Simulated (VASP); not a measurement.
Runs of VASP 6.6.1 on ZrB2. The structure is that of space group Pmmm (No. 47), or close to it. The cells are those of the table. The cell was generated, and may not be a known phase.

```tsv
task	spin	cell	k mesh	cutoff (eV)	gap on the mesh (eV)	pressure (GPa)	relaxed volume (Å³/atom)
single point	off	a = 3.093, b = 3.136, c = 4.611 Å, 3 atoms	14 × 14 × 10	520	none	0.0	-
single point	off	a = 3.101, b = 3.136, c = 4.612 Å, 3 atoms	6 × 6 × 6	520	none	(a)	-
relaxation of cell and atoms	off	relaxed from a = 2.856, b = 3.559, c = 3.622 Å, 3 atoms	6 × 6 × 6	600	none	0.0	14.96
relaxation of cell and atoms	off	relaxed from a = 3.101, b = 3.136, c = 4.612 Å, 3 atoms	14 × 14 × 10	600	none	0.0	14.90
single point	collinear	a = 3.101, b = 3.136, c = 4.612 Å, 3 atoms	6 × 6 × 4	520	none	0.5	-
```

Alike in all rows: level PBE; potentials or basis VASP PAW PBE potentials, release 64 (Zr_sv, B); smearing gaussian 0.1 eV.

Task: Fill in the values left out.

Result: (a) 0.1.

Caveats: some runs use coarse meshes; the volume moved by over 15 % at a fixed basis, so the end points are rough (at least some runs).

A k mesh can miss the band edges, and the runs leave out spin-orbit coupling on Zr.

A gap of «none» marks levels without a gap at the run's occupations.
